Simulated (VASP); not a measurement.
# Co (Fddd) in VASP: notebook, part 2 of 2

VASP 6.6.1. The steps go on from the part before.

**3. Single point, BLYP**

This run uses another cell than the first one, of 11.88 Å³/atom, 1.042 times its volume.

Contents of INCAR:

```
PREC = Accurate ; ENCUT = 520
EDIFF = 1E-6 ; ISMEAR = -1
SIGMA = 0.1 ; LREAL = False
LASPH = True ; NELM = 100
ALGO = Normal ; ISIF = 2
LWAVE = False ; LCHARG = False
GGA = B5 ; ALDAX = 1.0
AGGAX = 1.0 ; AGGAC = 1.0
ALDAC = 0.0 ; NBANDS = 16
```

Contents of KPOINTS:

```
regular mesh
0
Gamma
  16 16 11
```

Contents of POSCAR:

```
Co
1.0
   -2.1852704257      2.1852878075      1.2436745976
    2.1852878075     -2.1852704257      1.2436745976
    2.1861896345      2.1861896345     -1.2436427628
Co
2
Direct
    0.0000023959      0.9999976041      1.0000000000
    0.7499976041      0.2500023959      0.5000000000
```

Potentials or basis: VASP PAW PBE potentials, release 64 (Co).

Launch:

```console
> cat potpaw_PBE.64/Co/POTCAR > POTCAR
> mpirun -np 1 vasp_std > vasp.out
```

OUTCAR:

```text
PREC = Accurate
   ENCUT = 520
   EDIFF = 1E-6
   ISMEAR = -1
   LREAL = False
   LASPH = True
   NELM = 100
   ISIF = 2
   GGA = B5

 ion  position               nearest neighbor table
   1  0.000  1.000  0.000-   2 2.27   2 2.27   2 2.27   2 2.27   2 2.87   2 2.87   2 2.87   2 2.87

   2  0.750  0.250  0.500-   1 2.27   1 2.27   1 2.27   1 2.27   1 2.87   1 2.87   1 2.87   1 2.87

  LATTYP: Found a base centered monoclinic cell.
 ALAT       =     2.4873491953
 B/A-ratio  =     2.4849356657
 C/A-ratio  =     1.3397761762
 COS(beta)  =    -0.3731779428

  Lattice vectors:

 A1 = (  -2.1852704257,   2.1852878075,   1.2436745976)
 A2 = (   2.1852878075,  -2.1852704257,   1.2436745976)
 A3 = (   2.1861896345,   2.1861896345,  -1.2436427628)

Analysis of symmetry for initial positions (statically):
=====================================================================
 Subroutine PRICEL returns:
 Original cell was already a primitive cell.

 Routine SETGRP: Setting up the symmetry group for a
 base centered monoclinic supercell.

 Subroutine GETGRP returns: Found  4 space group operations
 (whereof  2 operations were pure point group operations)
 out of a pool of  4 trial point group operations.

The static configuration has the point symmetry C_2 .
 The point group associated with its full space group is C_2h.

Analysis of symmetry for dynamics (positions and initial velocities):
=====================================================================
 Subroutine PRICEL returns:
 Original cell was already a primitive cell.

 Routine SETGRP: Setting up the symmetry group for a
 base centered monoclinic supercell.

 Subroutine GETGRP returns: Found  4 space group operations
 (whereof  2 operations were pure point group operations)
 out of a pool of  4 trial point group operations.

The dynamic configuration has the point symmetry C_2 .
 The point group associated with its full space group is C_2h.

 Subroutine INISYM returns: Found  4 space group operations
 (whereof  2 operations are pure point group operations),
 and found     1 'primitive' translations

----------------------------------------------------------------------------------------

                                     Primitive cell

  volume of cell :      23.7664

  direct lattice vectors                    reciprocal lattice vectors
    -2.185270426  2.185287807  1.243674598    -0.000051029  0.228752696  0.402032825
     2.185287807 -2.185270426  1.243674598     0.228752696 -0.000051029  0.402032825
     2.186189634  2.186189634 -1.243642763     0.228707521  0.228707521 -0.000003196

  length of vectors
     3.331308473  3.331308473  3.332491194     0.462556149  0.462556149  0.323441278

  position of ions in fractional coordinates (direct lattice)
     0.000002396  0.999997604  0.000000000
     0.749997604  0.250002396  0.500000000

  ion indices of the primitive-cell ions
   primitive index   ion index
                 1           1
                 2           2

----------------------------------------------------------------------------------------

 KPOINTS: regular mesh

Automatic generation of k-mesh.
 Grid dimensions read from file:
 generate k-points for:   16   16   11

 Generating k-lattice:

  Cartesian coordinates                     Fractional coordinates (reciprocal lattice)
    -0.000003189  0.014297043  0.025127052     0.062500000 -0.000000000  0.000000000
     0.014297043 -0.000003189  0.025127052    -0.000000000  0.062500000  0.000000000
     0.020791593  0.020791593 -0.000000291    -0.000000000 -0.000000000  0.090909091

  Length of vectors
     0.028909759  0.028909759  0.029403753

  Shift w.r.t. Gamma in fractional coordinates (k-lattice)
     0.000000000  0.000000000  0.000000000

 Subroutine IBZKPT returns following result:
 ===========================================

 Found    753 irreducible k-points:

 Following reciprocal coordinates:
            Coordinates               Weight
  0.000000  0.000000  0.000000      1.000000
  0.062500 -0.000000 -0.000000      4.000000
  0.125000 -0.000000 -0.000000      4.000000
  0.187500 -0.000000 -0.000000      4.000000
  0.250000 -0.000000 -0.000000      4.000000
  0.312500  0.000000 -0.000000      4.000000
[... 16 lines left out ...]
 -0.125000  0.062500  0.000000      4.000000
 -0.062500  0.062500  0.000000      2.000000
 [... further k-points ...]
   k-points           NKPTS =    753   k-points in BZ     NKDIM =    753   number of bands    NBANDS=     16
   number of dos      NEDOS =    301   number of ions     NIONS =      2
   total plane-waves  NPLWV =  21952
   dimension x,y,z NGX =    28 NGY =   28 NGZ =   28
   dimension x,y,z NGXF=    56 NGYF=   56 NGZF=   56
   ions per type =               2
   NGX,Y,Z   is equivalent  to a cutoff of  13.97, 13.97, 13.97 a.u.
   NGXF,Y,Z  is equivalent  to a cutoff of  27.95, 27.95, 27.94 a.u.
 SYSTEM =  unknown system
   PREC   = accura    normal or accurate (medium, high low for compatibility)
   ISTART =      0    job   : 0-new  1-cont  2-samecut
   ICHARG =      2    charge: 1-file 2-atom 10-const
   ISPIN  =      1    spin polarized calculation?
   LNONCOLLINEAR =      F non collinear calculations
   LSORBIT =      F    spin-orbit coupling
   LASPH  =      T    aspherical Exc in radial PAW
   ENCUT  =  520.0 eV  38.22 Ry    6.18 a.u.   6.19  6.19  6.20*2*pi/ulx,y,z
   NELM   =    100;   NELMIN=  2; NELMDL= -5     # of ELM steps
   EDIFF  = 0.1E-05   stopping-criterion for ELM
   LREAL  =      F    real-space projection
   EDIFFG = 0.1E-04   stopping-criterion for IOM
   NSW    =      0    number of steps for IOM
   IBRION =     -1    ionic relax: 0-MD 1-quasi-New 2-CG
   NFREE  =      0    steps in history (QN), initial steepest desc. (CG)
   ISIF   =      2    stress and relaxation
   ISYM   =      2    0-nonsym 1-usesym 2-fastsym
   POTIM  = 0.5000    time-step for ionic-motion
   TEBEG  =    0.0;   TEEND  =   0.0 temperature during run
   PSTRESS=    0.0 pullay stress
   NELECT =      18.0000    total number of electrons
   NUPDOWN=      -1.0000    fix difference up-down
   EMIN   =  10.00;   EMAX   =-10.00  energy-range for DOS
   EFERMI =   0.00;   METHOD = LEGACY
   ISMEAR =    -1;   SIGMA  =   0.10  broadening in eV -4-tet -1-fermi 0-gaus
   EFERMI_NEDOS =   21; number of points for ismear=-14 and -15
   IALGO  =     38    algorithm
   IMIX   =      4    mixing-type and parameters
     AMIX     =   0.40;   BMIX     =  1.00
     AMIX_MAG =   1.60;   BMIX_MAG =  1.00
  volume/ion in A,a.u.               =      11.88        80.19
  Fermi-wavevector in a.u.,A,eV,Ry     =   1.492260  2.819963 30.298009  2.226841
  Thomas-Fermi vector in A             =   2.604811
   LORBIT       =      0    0 simple, 1 ext, 2 COOP (PROOUT), +10 PAW based schemes
   GGA     = B5    functional components
   LHFCALC =     F    Hartree Fock is set to
   AEXX    =    0.0000 exact exchange contribution
   IVDW    =     0    specifies the selected vdW correction
   LEPSILON=     F    determine dielectric tensor
   LRPA    =     F    only Hartree local field effects (RPA)
 non-spin polarized calculation
  energy-cutoff  :      520.00
  volume of cell :       23.77
 maximum number of plane-waves:       658
 NGX is ok and might be reduce to    28
   NGX = 13   NGY = 13   NGZ = 13

 number of electron      17.9999998 magnetization

 Free energy of the ion-electron system (eV)
  ---------------------------------------------------
  ext. energy  EPLUGINS =         0.00000000
  ---------------------------------------------------
  free energy    TOTEN  =       -10.96334001 eV

  energy without entropy =      -10.80169302  energy(sigma->0) =      -10.88251652

 E-fermi :   9.3860     XC(G=0): -12.2153

 val. band max:        9.3855582886   @ k =  -0.1250   0.3125   0.2727
 cond. band min:       9.3871067075   @ k =   0.5000   0.1875   0.4545
 fundamental gap:      0.0015484188
 Fermi energy:         9.3860214297

 k-point     1 :       0.0000    0.0000    0.0000
  band No.  band energies     occupation
      1       1.3586      2.00000
      2       5.2594      2.00000
      3       6.2314      2.00000
      4       6.8139      2.00000
      5       7.2641      2.00000
      6       8.7872      1.99500
[... 8 lines left out ...]
     15      23.8935      0.00000
     16      31.9774      0.00000
[... 419 lines left out ...]
 k-point    24 :      -0.0625    0.0625    0.0000
  band No.  band energies     occupation
      1       1.4256      2.00000
      2       5.2888      2.00000
      3       6.2478      2.00000
      4       6.7941      2.00000
      5       7.2395      2.00000
      6       8.7788      1.99540
[... 8 lines left out ...]
     15      24.2468      0.00000
     16      31.4033      0.00000

 [... further k-points ...]
[... 5 lines left out ...]
  --------------------------------------------------------------------------------------
  -------------------------------------------------------------------------------------
  Total       -0.0478406     -0.0478406     -0.0466610      0.0006014     -0.0000171     -0.0000171
  in kB       -3.2251065     -3.2251065     -3.1455850      0.0405442     -0.0011553     -0.0011561
  external PRESSURE =      -3.1985993 kB  Pullay stress =       0.0000000 kB

 VOLUME and BASIS-vectors are now :
 -----------------------------------------------------------------------------
  energy-cutoff  :      520.00
  volume of cell :       23.77
      direct lattice vectors                 reciprocal lattice vectors
    -2.185270426  2.185287807  1.243674598    -0.000051029  0.228752696  0.402032825
     2.185287807 -2.185270426  1.243674598     0.228752696 -0.000051029  0.402032825
     2.186189634  2.186189634 -1.243642763     0.228707521  0.228707521 -0.000003196

 POSITION                                       TOTAL-FORCE (eV/Angst)
 -----------------------------------------------------------------------------------
      2.18528     -2.18526      1.24367        -0.000107      0.000107     -0.000000
      0.00047      2.18573      0.62185         0.000107     -0.000107      0.000000
 -----------------------------------------------------------------------------------
    total drift:                               -0.000000     -0.000000      0.000000

  FREE ENERGIE OF THE ION-ELECTRON SYSTEM (eV)
  ---------------------------------------------------
  free  energy   TOTEN  =       -10.9633400131 eV

  energy  without entropy=      -10.8016930238  energy(sigma->0) =      -10.88251652
```

OSZICAR:

```text
N       E                     dE             d eps       ncg     rms          rms(c)
DAV:   1     0.840337566858E+02    0.84034E+02   -0.80333E+03 24552   0.145E+03
DAV:   2    -0.101172563646E+02   -0.94151E+02   -0.86414E+02 24280   0.240E+02
DAV:   3    -0.125983797098E+02   -0.24811E+01   -0.24131E+01 29336   0.544E+01
DAV:   4    -0.126444021863E+02   -0.46022E-01   -0.46002E-01 35464   0.563E+00
DAV:   5    -0.126446468596E+02   -0.24467E-03   -0.24466E-03 30208   0.451E-01    0.114E+01
DAV:   6    -0.113976765469E+02    0.12470E+01   -0.95326E+00 25712   0.606E+01    0.500E+00
DAV:   7    -0.109853732118E+02    0.41230E+00   -0.15739E+00 27192   0.238E+01    0.157E+00
DAV:   8    -0.109660303133E+02    0.19343E-01   -0.14455E-02 38776   0.158E+00    0.536E-01
DAV:   9    -0.109634489455E+02    0.25814E-02   -0.18424E-03 36432   0.527E-01    0.153E-01
DAV:  10    -0.109633524619E+02    0.96484E-04   -0.11304E-04 29608   0.146E-01    0.471E-02
DAV:  11    -0.109633392726E+02    0.13189E-04   -0.48968E-06 31904   0.210E-02    0.595E-03
DAV:  12    -0.109633400131E+02   -0.74052E-06   -0.15101E-07 16384   0.491E-03
   1 F= -.10963340E+02 E0= -.10882517E+02  d E =-.161647E+00
```

Run time: 3.5 min. Hardware: 1 thread of Intel Xeon Platinum 8559C (Emerald Rapids), shared host; peak memory 0.35 GiB.

What came out:

```
Free energy            : -10.9633 eV
Pressure               : -0.3 GPa
Band gap on the k mesh : zero (band 9 reaches 10.03 eV, above the bottom of band 10 at 8.83 eV)
```

Levels at points of the mesh, in eV from the Fermi level:
```tsv
k point	band 5	band 6	band 7	band 8	band 9	band 10	band 11	band 12	band 13	band 14
(0.00, 0.00, 0.00)	-2.12	-0.60	-0.60	-0.54	-0.54	0.52	1.10	7.08	7.09	13.50
(0.50, 0.00, 0.00)	-1.37	-1.17	-0.94	-0.33	0.26	0.35	1.76	4.80	8.14	8.64
(0.50, 0.50, 0.00)	-2.02	-2.02	-0.78	-0.78	0.00	0.00	0.33	0.33	13.35	13.35
```

Caveat: the PAW data sets were made with another functional, which shifts forces and pressure a little; the run has no spin polarisation, though such a crystal can be magnetic. Spin polarisation is off, so any magnetic state and its effect on volume and gap are missing.
